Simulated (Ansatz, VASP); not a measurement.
**CrPdN2 in VASP and in Ansatz**

```
Cr Pd N
1.0
     1.38823    0.80149    6.20666
    -1.38823    0.80149    6.20666
     0.00000   -1.60299    6.20666
Cr Pd N
1 1 2
Direct
  0.00000 0.00000 0.00000
  0.50000 0.50000 0.50000
  0.39314 0.39314 0.39314
  0.60686 0.60686 0.60686
```

Change from the starting cell: species swapped into the MnAgO2 type (R-3m, No. 166).

Alike in both runs: functional PBE; k mesh 5 × 5 × 5; occupations gaussian, width 0.15 eV; collinear spin.

Ansatz relaxed the structure, and its values are those at the end. VASP's run is a single point on that final structure, the one shown.

```csv
,VASP,Ansatz
version,VASP 6.6.1,Ansatz 0.2.0
potentials or method,"VASP PAW PBE potentials, release 64 (Cr_pv, Pd, N), cutoff 520 eV","scalar-relativistic, plane waves, PAW"
valence electrons in the cell,32,42
```

VASP gave:

```
gap on the k mesh at the Fermi level (eV)                     : none
pressure (GPa)                                                : -0.2
rms of the force components (eV/Å)                            : 0.024
net moment per atom (μB)                                      : 0.03
size of the moment on the site where the two differ most (μB) : 0.15
```

Question: Which values does Ansatz return?

Answer: gap on the k mesh at the Fermi level (eV): none; pressure (GPa): -0.3; rms of the force components (eV/Å): 0.001; net moment per atom (μB): 0.01; size of the moment on the site where the two differ most (μB): 0.05.

Site moments also hang on the region over which each program counts them. A gap of «none» marks a metal or a gap that the smearing closes. VASP's potentials hold 32 valence electrons a cell and Ansatz's 42, so a difference there can come from the potentials and not from the codes. Ansatz's warnings: seeded moment not kept.

The k mesh is coarse, so the values compare programs but aren't converged.
